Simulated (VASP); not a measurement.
# SmO2 (P-3m1) in VASP: a series of runs

The runs below take SmO2 through single point, relaxation of cell and atoms, with PBE.

All numbers are computed with VASP 6.6.1; they aren't measurements. Logs are shortened: lines on timing, memory, paths and dates and some standing lists are left out, and cuts for length are marked.

### Step 1. The cell of the first run

The structure is trigonal, space group P-3m1 (No. 164). Conventional cell: a = 3.047 Å, b = 3.047 Å, c = 4.652 Å, α = 90.00°, β = 90.00°, γ = 120.00°. Within 2.8 Å of Sm (site symmetry -3m) lie 6 O at 2.15 Å. O (site symmetry 3m) has 3 Sm at 2.15 Å and 3 O at 2.81 Å within 2.9 Å.

The cell was generated, and may not be a known phase.

### Step 2. Single point, PBE

INCAR

```
SYSTEM = SmO2
PREC = Accurate
ENCUT = 600
EDIFF = 1E-6
ISMEAR = 0
SIGMA = 0.1
LREAL = .FALSE.
LASPH = .TRUE.
NELM = 200
ALGO = Normal
ISIF = 2
LWAVE = .FALSE.
LCHARG = .TRUE.
GGA = PE
LELF = .TRUE.
LVHAR = .TRUE.
NBANDS = 18
GGA_COMPAT = .FALSE.
LMAXMIX = 6
```

KPOINTS

```
Automatic mesh
0
G
  6 6 4
  0 0 0
```

POSCAR

```
SmO2
1.0
    3.0469526900      0.0000000000      0.0000000000
   -1.5234763500      2.6387384400      0.0000000000
    0.0000000000      0.0000000000      4.6521846500
Sm O
1 2
Direct
    0.0000000000      0.0000000000      0.0000000000
    0.6666666700      0.3333333300      0.2639000100
    0.3333333300      0.6666666700      0.7360999900
```

Potentials or basis: VASP PAW PBE potentials, release 64 (Sm_3, O), 4f in core.

Started as:

```
cat potpaw_PBE.64/Sm_3/POTCAR potpaw_PBE.64/O/POTCAR > POTCAR
mpirun -np 1 vasp_std > vasp.out
```

OUTCAR:

```text
SYSTEM = SmO2
   PREC = Accurate
   ENCUT = 600
   EDIFF = 1E-6
   ISMEAR = 0
   LREAL = .FALSE.
   LASPH = .TRUE.
   NELM = 200
   ISIF = 2
   GGA = PE

 ion  position               nearest neighbor table
   1  0.000  0.000  0.000-   2 2.15   3 2.15   2 2.15   3 2.15   2 2.15   3 2.15
   2  0.667  0.333  0.264-   1 2.15   1 2.15   1 2.15
   3  0.333  0.667  0.736-   1 2.15   1 2.15   1 2.15

  LATTYP: Found a hexagonal cell.
 ALAT       =     3.0469526900
 C/A-ratio  =     1.5268319279

  Lattice vectors:

 A1 = (   3.0469526900,   0.0000000000,   0.0000000000)
 A2 = (  -1.5234763500,   2.6387384400,   0.0000000000)
 A3 = (   0.0000000000,   0.0000000000,   4.6521846500)

Analysis of symmetry for initial positions (statically):
=====================================================================
 Subroutine PRICEL returns:
 Original cell was already a primitive cell.

 Routine SETGRP: Setting up the symmetry group for a
 hexagonal supercell.

 Subroutine GETGRP returns: Found 12 space group operations
 (whereof 12 operations were pure point group operations)
 out of a pool of 24 trial point group operations.

The static configuration has the point symmetry D_3d.

Analysis of symmetry for dynamics (positions and initial velocities):
=====================================================================
 Subroutine PRICEL returns:
 Original cell was already a primitive cell.

 Routine SETGRP: Setting up the symmetry group for a
 hexagonal supercell.

 Subroutine GETGRP returns: Found 12 space group operations
 (whereof 12 operations were pure point group operations)
 out of a pool of 24 trial point group operations.

The dynamic configuration has the point symmetry D_3d.

 Subroutine INISYM returns: Found 12 space group operations
 (whereof 12 operations are pure point group operations),
 and found     1 'primitive' translations

----------------------------------------------------------------------------------------

                                     Primitive cell

  volume of cell :      37.4041

  direct lattice vectors                    reciprocal lattice vectors
     3.046952690  0.000000000  0.000000000     0.328196760  0.189484488  0.000000000
    -1.523476350  2.638738440  0.000000000     0.000000000  0.378968974  0.000000000
     0.000000000  0.000000000  4.652184650     0.000000000  0.000000000  0.214952775

  length of vectors
     3.046952690  3.046952698  4.652184650     0.378968975  0.378968974  0.214952775

  position of ions in fractional coordinates (direct lattice)
     0.000000000  0.000000000  0.000000000
     0.666666670  0.333333330  0.263900010
     0.333333330  0.666666670  0.736099990

  ion indices of the primitive-cell ions
   primitive index   ion index
                 1           1
                 2           2
                 3           3

----------------------------------------------------------------------------------------

 KPOINTS: Automatic mesh

Automatic generation of k-mesh.
 Grid dimensions read from file:
 generate k-points for:    6    6    4

 Generating k-lattice:

  Cartesian coordinates                     Fractional coordinates (reciprocal lattice)
     0.054699460  0.031580748  0.000000000     0.166666667  0.000000000  0.000000000
     0.000000000  0.063161496  0.000000000     0.000000000  0.166666667  0.000000000
     0.000000000  0.000000000  0.053738194     0.000000000  0.000000000  0.250000000

  Length of vectors
     0.063161496  0.063161496  0.053738194

  Shift w.r.t. Gamma in fractional coordinates (k-lattice)
     0.000000000  0.000000000  0.000000000

 Subroutine IBZKPT returns following result:
 ===========================================

 Found     24 irreducible k-points:

 Following reciprocal coordinates:
            Coordinates               Weight
  0.000000  0.000000  0.000000      1.000000
  0.166667  0.000000  0.000000      6.000000
  0.333333  0.000000  0.000000      6.000000
  0.500000  0.000000  0.000000      3.000000
  0.166667  0.166667  0.000000      6.000000
  0.333333  0.166667  0.000000     12.000000
[... 16 lines left out ...]
  0.333333  0.166667  0.500000     12.000000
  0.333333  0.333333  0.500000      2.000000
   k-points           NKPTS =     24   k-points in BZ     NKDIM =     24   number of bands    NBANDS=     18
   number of dos      NEDOS =    301   number of ions     NIONS =      3
   total plane-waves  NPLWV =  23040
   dimension x,y,z NGX =    24 NGY =   24 NGZ =   40
   dimension x,y,z NGXF=    48 NGYF=   48 NGZF=   80
   ions per type =               1   2
   NGX,Y,Z   is equivalent  to a cutoff of  13.09, 13.09, 14.29 a.u.
   NGXF,Y,Z  is equivalent  to a cutoff of  26.19, 26.19, 28.59 a.u.
 SYSTEM =  SmO2
   PREC   = accura    normal or accurate (medium, high low for compatibility)
   ISTART =      0    job   : 0-new  1-cont  2-samecut
   ICHARG =      2    charge: 1-file 2-atom 10-const
   ISPIN  =      1    spin polarized calculation?
   LNONCOLLINEAR =      F non collinear calculations
   LSORBIT =      F    spin-orbit coupling
   LASPH  =      T    aspherical Exc in radial PAW
   ENCUT  =  600.0 eV  44.10 Ry    6.64 a.u.   6.09  6.09  9.29*2*pi/ulx,y,z
   NELM   =    200;   NELMIN=  2; NELMDL= -5     # of ELM steps
   EDIFF  = 0.1E-05   stopping-criterion for ELM
   LREAL  =      F    real-space projection
   EDIFFG = 0.1E-04   stopping-criterion for IOM
   NSW    =      0    number of steps for IOM
   IBRION =     -1    ionic relax: 0-MD 1-quasi-New 2-CG
   NFREE  =      0    steps in history (QN), initial steepest desc. (CG)
   ISIF   =      2    stress and relaxation
   ISYM   =      2    0-nonsym 1-usesym 2-fastsym
   POTIM  = 0.5000    time-step for ionic-motion
   TEBEG  =    0.0;   TEEND  =   0.0 temperature during run
   PSTRESS=    0.0 pullay stress
   NELECT =      23.0000    total number of electrons
   NUPDOWN=      -1.0000    fix difference up-down
   EMIN   =  10.00;   EMAX   =-10.00  energy-range for DOS
   EFERMI =   0.00;   METHOD = LEGACY
   ISMEAR =     0;   SIGMA  =   0.10  broadening in eV -4-tet -1-fermi 0-gaus
   EFERMI_NEDOS =   21; number of points for ismear=-14 and -15
   IALGO  =     38    algorithm
   IMIX   =      4    mixing-type and parameters
     AMIX     =   0.40;   BMIX     =  1.00
     AMIX_MAG =   1.60;   BMIX_MAG =  1.00
  volume/ion in A,a.u.               =      12.47        84.14
  Fermi-wavevector in a.u.,A,eV,Ry     =   1.392124  2.630732 26.368199  1.938008
  Thomas-Fermi vector in A             =   2.515897
   LORBIT       =      0    0 simple, 1 ext, 2 COOP (PROOUT), +10 PAW based schemes
   GGA     = PE    functional components
   LHFCALC =     F    Hartree Fock is set to
   AEXX    =    0.0000 exact exchange contribution
   IVDW    =     0    specifies the selected vdW correction
   LEPSILON=     F    determine dielectric tensor
   LRPA    =     F    only Hartree local field effects (RPA)
 non-spin polarized calculation
 Gauss-broadening in eV      SIGMA  =   0.10
  energy-cutoff  :      600.00
  volume of cell :       37.40
 maximum number of plane-waves:      1266
   NGX = 13   NGY = 13   NGZ = 19

 number of electron      23.0000008 magnetization

 Free energy of the ion-electron system (eV)
  ---------------------------------------------------
  ext. energy  EPLUGINS =         0.00000000
  ---------------------------------------------------
  free energy    TOTEN  =       -18.30740097 eV

  energy without entropy =      -18.28441387  energy(sigma->0) =      -18.29590742

 E-fermi :   1.6716     XC(G=0): -11.1857

 val. band max:        1.6625712205   @ k =   0.5000   0.0000   0.2500
 cond. band min:       1.6777751455   @ k =   0.1667   0.1667   0.5000
 fundamental gap:      0.0152039250
 Fermi energy:         1.6715747898

 k-point     1 :       0.0000    0.0000    0.0000
  band No.  band energies     occupation
      1     -36.2967      2.00000
      2     -18.3302      2.00000
      3     -14.8031      2.00000
      4     -14.4497      2.00000
      5     -14.4497      2.00000
      6     -10.5914      2.00000
[... 10 lines left out ...]
     17      13.2984      0.00000
     18      13.2984      0.00000

 k-point     2 :       0.1667    0.0000    0.0000
  band No.  band energies     occupation
      1     -36.1530      2.00000
      2     -18.0090      2.00000
      3     -16.7424      2.00000
      4     -14.6812      2.00000
      5     -13.1037      2.00000
      6     -11.2682      2.00000
[... 10 lines left out ...]
     17      12.9686      0.00000
     18      13.7672      0.00000

 k-point     3 :       0.3333    0.0000    0.0000
  band No.  band energies     occupation
      1     -35.8489      2.00000
      2     -18.7373      2.00000
      3     -16.8823      2.00000
      4     -15.1036      2.00000
      5     -13.5438      2.00000
      6     -11.5534      2.00000
[... 10 lines left out ...]
     17      14.8429      0.00000
     18      14.8630      0.00000

 k-point     4 :       0.5000    0.0000    0.0000
  band No.  band energies     occupation
      1     -35.6874      2.00000
      2     -19.4726      2.00000
      3     -15.6193      2.00000
      4     -15.2980      2.00000
      5     -15.0236      2.00000
      6     -11.2842      2.00000
[... 375 lines left out ...]
      4     -15.2914      2.00000
      5     -12.2903      2.00000
      6     -12.1103      2.00000
[... 10 lines left out ...]
     17      13.7312      0.00000
     18      15.2354      0.00000

 k-point    23 :       0.3333    0.1667    0.5000
  band No.  band energies     occupation
      1     -35.6875      2.00000
      2     -19.0053      2.00000
      3     -17.0410      2.00000
      4     -15.6347      2.00000
      5     -13.4607      2.00000
      6     -11.7162      2.00000
[... 10 lines left out ...]
     17      14.7238      0.00000
     18      15.6815      0.00000

 k-point    24 :       0.3333    0.3333    0.5000
  band No.  band energies     occupation
      1     -35.6059      2.00000
      2     -18.3676      2.00000
      3     -18.3676      2.00000
      4     -15.3781      2.00000
      5     -12.6949      2.00000
      6     -12.6949      2.00000
[... 10 lines left out ...]
     17      15.3621      0.00000
     18      15.3621      0.00000

------------------------ aborting loop because EDIFF is reached ----------------------------------------

  FORCE on cell =-STRESS in cart. coord.  units (eV):
  Direction    XX          YY          ZZ          XY          YZ          ZX
  --------------------------------------------------------------------------------------
  -------------------------------------------------------------------------------------
  Total       18.4794238     18.4794239      4.4185529     -0.0000000      0.0000000     -0.0000000
  in kB      791.5530197    791.5530235    189.2655799     -0.0000015      0.0000000     -0.0000000
  external PRESSURE =     590.7905411 kB  Pullay stress =       0.0000000 kB

 VOLUME and BASIS-vectors are now :
 -----------------------------------------------------------------------------
  energy-cutoff  :      600.00
  volume of cell :       37.40
      direct lattice vectors                 reciprocal lattice vectors
     3.046952690  0.000000000  0.000000000     0.328196760  0.189484488  0.000000000
    -1.523476350  2.638738440  0.000000000     0.000000000  0.378968974  0.000000000
     0.000000000  0.000000000  4.652184650     0.000000000  0.000000000  0.214952775

 POSITION                                       TOTAL-FORCE (eV/Angst)
 -----------------------------------------------------------------------------------
      0.00000      0.00000      0.00000         0.000000      0.000000      0.000000
      1.52348      0.87958      1.22771        -0.000000     -0.000000      1.650157
     -0.00000      1.75916      3.42447         0.000000      0.000000     -1.650157
 -----------------------------------------------------------------------------------
    total drift:                                0.000000      0.000000     -0.000000

  FREE ENERGIE OF THE ION-ELECTRON SYSTEM (eV)
  ---------------------------------------------------
  free  energy   TOTEN  =       -18.3074009701 eV

  energy  without entropy=      -18.2844138733  energy(sigma->0) =      -18.29590742
```

It took 11 s on 1 thread of AMD EPYC 9R45 (Zen 5), shared host; peak memory 0.14 GiB.

What came out:

| Quantity | Value |
| --- | --- |
| Free energy | -18.3074 eV |
| Pressure | 59.1 GPa |
| Largest force | 1.650 eV/Å |
| Band gap on the k mesh | zero (an odd number of electrons rules out a gap without spin polarisation) |

Forces on the atoms (eV/Å):
```
Sm   0.000  0.000  0.000
O    0.000  0.000  1.650
O    0.000  0.000 -1.650
```

Caveat: the k points lie up to 0.40 Å⁻¹ apart, too coarse for converged energies and pressures of a metal; spin-orbit coupling is left out, which moves the levels of the heavy elements; the 4f electrons are frozen in the core, so they carry no moment and show no levels; an odd number of electrons without spin polarisation forces a metal; a magnetic or distorted state may lie lower; the run has no spin polarisation, though such a crystal can be magnetic.

### Step 3. Single point, PBE

This run uses another cell than the first one, of 16.61 Å³/atom.

INCAR

```
PREC = Accurate
ENCUT = 600
EDIFF = 1E-6
ISMEAR = 0
SIGMA = 0.1
LREAL = F
LASPH = T
NELM = 200
ALGO = Normal
ISIF = 2
LWAVE = F
LCHARG = T
GGA = PE
LELF = T
LVHAR = T
NBANDS = 18
GGA_COMPAT = F
LMAXMIX = 6
```

KPOINTS

```
regular mesh
0
Gamma
  6 6 4
```

POSCAR

```
SmO2
1.0
    3.6857764380      0.0000000035      0.0000000000
   -1.8428882220      3.1919760262      0.0000000000
    0.0000000000      0.0000000000      4.2350872911
Sm O
1 2
Direct
    0.0000000000      0.0000000000      0.0000000000
    0.6666666667      0.3333333333      0.2295723596
    0.3333333333      0.6666666667      0.7704276404
```

Potentials or basis: VASP PAW PBE potentials, release 64 (Sm_3, O), 4f in core.

Started as:

```
cat potpaw_PBE.64/Sm_3/POTCAR potpaw_PBE.64/O/POTCAR > POTCAR
mpirun -np 1 vasp_std > vasp.out
```

OUTCAR:

```text
PREC = Accurate
   ENCUT = 600
   EDIFF = 1E-6
   ISMEAR = 0
   LREAL = F
   LASPH = T
   NELM = 200
   ISIF = 2
   GGA = PE

 ion  position               nearest neighbor table
   1  0.000  0.000  0.000-   2 2.34   3 2.34   3 2.34   2 2.34   2 2.34   3 2.34
   2  0.667  0.333  0.230-   1 2.34   1 2.34   1 2.34
   3  0.333  0.667  0.770-   1 2.34   1 2.34   1 2.34

  LATTYP: Found a hexagonal cell.
 ALAT       =     3.6857764380
[... 696 lines left out ...]

  FORCE on cell =-STRESS in cart. coord.  units (eV):
  Direction    XX          YY          ZZ          XY          YZ          ZX
  --------------------------------------------------------------------------------------
  -------------------------------------------------------------------------------------
  Total        0.2909087      0.2909087      0.0335412      0.0000000      0.0000000      0.0000000
  in kB        9.3544080      9.3544080      1.0785449      0.0000000      0.0000000      0.0000000
  external PRESSURE =       6.5957870 kB  Pullay stress =       0.0000000 kB

 VOLUME and BASIS-vectors are now :
 -----------------------------------------------------------------------------
  energy-cutoff  :      600.00
  volume of cell :       49.83
      direct lattice vectors                 reciprocal lattice vectors
     3.685776438  0.000000003  0.000000000     0.271313254  0.156642781  0.000000000
    -1.842888222  3.191976026  0.000000000    -0.000000000  0.313285561  0.000000000
     0.000000000  0.000000000  4.235087291     0.000000000  0.000000000  0.236122642

 POSITION                                       TOTAL-FORCE (eV/Angst)
 -----------------------------------------------------------------------------------
      0.00000      0.00000      0.00000        -0.000000      0.000000      0.000000
      1.84289      1.06399      0.97226        -0.000000     -0.000000      0.055542
     -0.00000      2.12798      3.26283         0.000000      0.000000     -0.055542
 -----------------------------------------------------------------------------------
    total drift:                               -0.000000      0.000000      0.000000

  FREE ENERGIE OF THE ION-ELECTRON SYSTEM (eV)
  ---------------------------------------------------
  free  energy   TOTEN  =       -21.4341128770 eV

  energy  without entropy=      -21.4088422876  energy(sigma->0) =      -21.42147758
```

It took 15 s on 1 thread of AMD EPYC 9R45 (Zen 5), shared host; peak memory 0.16 GiB.

What came out:

* Free energy: -21.4341 eV
* Pressure: 0.7 GPa
* Largest force: 0.056 eV/Å
* Band gap on the k mesh: zero (an odd number of electrons rules out a gap without spin polarisation)

Forces on the atoms (eV/Å):
```
Sm   0.000  0.000  0.000
O    0.000  0.000  0.056
O    0.000  0.000 -0.056
```

Caveat: the k points lie up to 0.37 Å⁻¹ apart, too coarse for converged energies and pressures of a metal; spin-orbit coupling is left out, which moves the levels of the heavy elements; the 4f electrons are frozen in the core, so they carry no moment and show no levels; an odd number of electrons without spin polarisation forces a metal; a magnetic or distorted state may lie lower; the run has no spin polarisation, though such a crystal can be magnetic.

(Continued in part 2 of 2.)

The gap in the log of VASP goes by the Fermi energy; the results here count the filled bands.